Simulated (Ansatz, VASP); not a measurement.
## GaN: VASP beside Ansatz

```
CELL_PARAMETERS angstrom
0.00000 2.20750 2.20750
2.20750 0.00000 2.20750
2.20750 2.20750 0.00000
ATOMIC_POSITIONS crystal
Ga 0.00000 0.00000 0.00000
N 0.25000 0.25000 0.25000
```

Alike in both runs: task single point; functional PBEsol-based global hybrid; k mesh 5 × 5 × 5; occupations fermi-dirac, width 0.05 eV; no spin polarisation.

|  | VASP | Ansatz |
| --- | --- | --- |
| version | VASP 6.6.1 | Ansatz 0.2.0 |
| potentials or method | VASP PAW PBE potentials, release 64 (Ga_d, N) | Ansatz PAW |
| plane-wave cutoff (eV) | 520 | 420 |
| valence electrons in the cell | 18 | 18 |

Ansatz gave:

```
gap on the k mesh at the Fermi level (eV) : 4.09
least direct gap on the mesh (eV)         : 4.09
pressure (GPa)                            : 7.4
```

Problem. What did VASP give for the same quantities?

Solution. gap on the k mesh at the Fermi level (eV): 4.16; least direct gap on the mesh (eV): 4.16; pressure (GPa): 7.3.

VASP's potentials were made for PBE, not for PBEsol-based global hybrid. With one functional, cell and mesh, what is left measures potentials, basis and numerics.

The k mesh is coarse, so the values compare programs but aren't converged. Noted on Ansatz's run: odd divisions of the mesh miss points on the zone boundary, where band edges often lie, so the gap on the mesh can be too wide.
